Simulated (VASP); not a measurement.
Input of a VASP 6.6.1 run:

POSCAR

```
P
1.0
    2.7818573800      0.0000000000      0.0000000000
   -1.3909286900      2.4091591608      0.0000000000
    0.0000000000      0.0000000000      4.5427731016
P
2
Direct
    0.3333333333      0.6666666667      0.2500000000
    0.6666666667      0.3333333333      0.7500000000
```

File INCAR.step1:

```
ALGO = Normal
EDIFF = 1E-4
ENCUT = 600
GGA = PE
ISMEAR = -1
LASPH = T
LCHARG = F
LREAL = F
LWAVE = T
NELM = 100
PREC = Accurate
SIGMA = 0.1
```

The input INCAR.step2:

```
ALGO = Normal
EDIFF = 1E-7
EDIFFG = -0.01
ENCUT = 600
IBRION = 2
ISIF = 3
ISMEAR = -1
ISTART = 1
LASPH = T
LCHARG = F
LMIXTAU = T
LREAL = F
LWAVE = F
METAGGA = R2SCAN
NELM = 100
NSW = 80
PREC = Accurate
SIGMA = 0.1
```

The input KPOINTS:

```
k-points
0
Gamma
  13 13 7
```

Potentials or basis: VASP PAW PBE potentials, release 64 (P).

Launch:

```sh
$ cat potpaw_PBE.64/P/POTCAR > POTCAR
$ cp INCAR.step1 INCAR
$ mpirun -np 1 vasp_std > vasp.out
$ cp INCAR.step2 INCAR
$ mpirun -np 1 vasp_std > vasp.out
```

Q: What does it give for the relaxed cell?

A: a = 3.283 Å, b = 3.283 Å, c = 3.209 Å, α = 90.00°, β = 90.00°, γ = 120.00°.

Q: What does it give for the relaxed volume?

A: 14.97 Å³/atom.

The path:
| step | energy change (eV) | largest force (eV/Å) | pressure (GPa) | volume (Å³) |
| --- | --- | --- | --- | --- |
| 1 | 0.0000 | 0.0000 | -3.66 | 30.45 |
| 2 | -0.0200 | 0.0000 | 0.73 | 28.94 |
| 3 | -0.0200 | 0.0000 | 0.57 | 28.99 |
| 4 | -0.0259 | 0.0000 | 0.51 | 29.00 |
| 5 | -0.0544 | 0.0000 | 0.54 | 29.01 |
| 6 | -0.1652 | 0.0000 | 0.23 | 28.90 |
| 7 | -0.7761 | 0.0000 | 4.82 | 28.16 |
| 8 | 0.6761 | 0.0000 | 38.02 | 24.26 |
| 9 | -0.9678 | 0.0000 | 12.96 | 26.95 |
| 10 | -1.0278 | 0.0000 | 8.71 | 27.47 |
| 11 | -1.0332 | 0.0000 | 10.14 | 27.27 |
| 12 | -1.0342 | 0.0000 | 10.09 | 27.29 |
| 13 | -1.0351 | 0.0000 | 10.00 | 27.33 |
| 14 | -1.0366 | 0.0000 | 9.88 | 27.35 |
| 15 | -1.0409 | 0.0000 | 9.53 | 27.42 |
| 16 | -1.0492 | 0.0000 | 8.85 | 27.56 |
| 17 | -1.0640 | 0.0000 | 7.53 | 27.85 |
| 18 | -1.0870 | 0.0000 | 5.10 | 28.43 |
| 19 | -1.1086 | 0.0000 | 0.90 | 29.61 |
| 20 | -1.1093 | 0.0000 | 0.10 | 29.86 |
| 21 | -1.1093 | 0.0000 | -0.07 | 29.91 |
| 22 | -1.1095 | 0.0000 | -0.07 | 29.92 |
| 23 | -1.1097 | 0.0000 | -0.09 | 29.95 |
| 24 | -1.1097 | 0.0000 | -0.09 | 29.96 |
| 25 | -1.1097 | 0.0000 | -0.06 | 29.95 |

Caveat: the PAW data sets were made with another functional, which shifts forces and pressure a little.
